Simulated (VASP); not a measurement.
Input of a VASP 6.6.1 run:

INCAR

```
SYSTEM = Al
PREC = Accurate ; ENCUT = 400
EDIFF = 1E-6 ; ISMEAR = 1
SIGMA = 0.1 ; LREAL = .FALSE.
LASPH = .TRUE. ; NELM = 120
ALGO = Normal ; ISIF = 2
LWAVE = .FALSE. ; LCHARG = .FALSE.
LDIPOL = .TRUE. ; IDIPOL = 3
DIPOL = 0.5 0.5 0.675 ; GGA = PE
IVDW = 12 ; NBANDS = 30
GGA_COMPAT = .FALSE. ; NELMDL = -8
```

The input KPOINTS:

```
Automatic mesh
0
G
  9 9 1
  0 0 0
```

Contents of POSCAR:

```
Al
1.0
    4.8111003134      0.0000000000      0.0000000000
   -2.4055501567      4.1665350613      0.0000000000
    0.0000000000      0.0000000000     29.3411004463
Al
12
Direct
    0.9831485860      0.3990741729      0.5287179147
    0.3237946720      1.0556088883      0.5555585645
    0.6504707496      0.7199646717      0.5551442598
    0.3183797965      0.3800877927      0.6359787093
    0.6601519430      1.0504573705      0.6359611260
    0.9888544414      0.7089611548      0.6323724321
    0.6590947990      0.3769692997      0.7179450924
    0.9902709261      1.0437391507      0.7157754649
    0.3218317297      0.7083271818      0.7178216928
    0.9913460544      0.3750133130      0.8005694804
    0.3265067982      1.0441978180      0.7994827619
    0.6558863430      0.7089706416      0.7994607999
```

Potentials or basis: VASP PAW PBE potentials, release 64 (Al).

The run is started by

```sh
$ cat potpaw_PBE.64/Al/POTCAR > POTCAR
$ mpirun -np 1 vasp_std > vasp.out
```

Problem. Estimate the dispersion energy per atom.

Solution. -0.259 eV.

Problem. Predict the band gap on the k mesh.

Solution. Zero (bands 18 and 19 overlap by 1.13 eV).

Problem. Estimate the largest force.

Solution. 0.644 eV/Å.

Forces on the atoms (eV/Å):
```
Al   0.102 -0.088  0.630
Al  -0.084  0.064 -0.226
Al  -0.022  0.058 -0.198
Al   0.012  0.023 -0.069
Al  -0.032  0.013 -0.078
Al   0.041 -0.084  0.107
Al  -0.044  0.022 -0.092
Al   0.039 -0.061  0.095
Al  -0.004  0.048 -0.079
Al  -0.007  0.006 -0.008
Al  -0.048 -0.028 -0.041
Al   0.047  0.025 -0.040
```
